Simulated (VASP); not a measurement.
Write the native input for VASP 6.6.1 that does the following.

- Task: single point
- Functional: PBE
- Potentials or basis: VASP PAW PBE potentials, release 64 (Na_pv, Au)
- Cutoff: 520 eV
- k mesh: 4 × 4 × 2
- Occupations: gaussian, width 0.2 eV
- Spin: no spin polarisation
- Dipole correction: no
- Further INCAR settings: ALGO = Fast; EDIFF = 1e-06; NBANDS = 50

The structure of Na4Au lies in POSCAR:

```
Na4Au
1.0
    3.4192243541     -3.5689247110      3.3169181539
    3.4215174653      3.5709754899     -3.3199971849
   -0.0015846989      6.9353742138      6.4260309984
Na Au
8 2
Direct
    0.3596642838      0.2708304194      0.2171704816
    0.8585761164      0.7704173213      0.7168714380
    0.9086067853      0.4660178765      1.0462361811
    0.4078080981     -0.0336002881      0.5446549526
    0.4660104673      0.9086137608     -0.0458498293
   -0.0336448648      0.4078702203      0.4551713279
    0.7703552486      0.8584431698      0.2831398897
    0.2699870745      0.3592042376      0.7833585358
   -0.0043723730     -0.0049176950     -0.0010558718
    0.4970091639      0.4971209774      0.5003028944
```

These files were run (other wordings do the same):

INCAR

```
  PREC = Accurate
  ENCUT = 520
  EDIFF = 1E-6
  ISMEAR = 0
  SIGMA = 0.2
  LREAL = F
  LASPH = T
  NELM = 80
  ALGO = Fast
  ISIF = 2
  LWAVE = F
  LCHARG = F
  GGA = PE
  NBANDS = 50
```

KPOINTS

```
Automatic mesh
0
Gamma
  4 4 2
```

Potentials or basis: VASP PAW PBE potentials, release 64 (Na_pv, Au).

Command:

```sh
$ cat potpaw_PBE.64/Na_pv/POTCAR potpaw_PBE.64/Au/POTCAR > POTCAR
$ mpirun -np 1 vasp_std > vasp.out
```

Results of the run:

```yaml
Pressure: 0.0 GPa
Largest_force: 0.038 eV/Å
Band_gap_on_the_k_mesh: zero (bands 39 and 40 overlap by 1.86 eV)
```

Caveat: spin-orbit coupling is left out, which moves the levels of the heavy elements.

Run time: 12 min on 1 thread of Oxide Virtual Turin-like Processor, with other jobs on the host, peak memory 0.51 GiB.
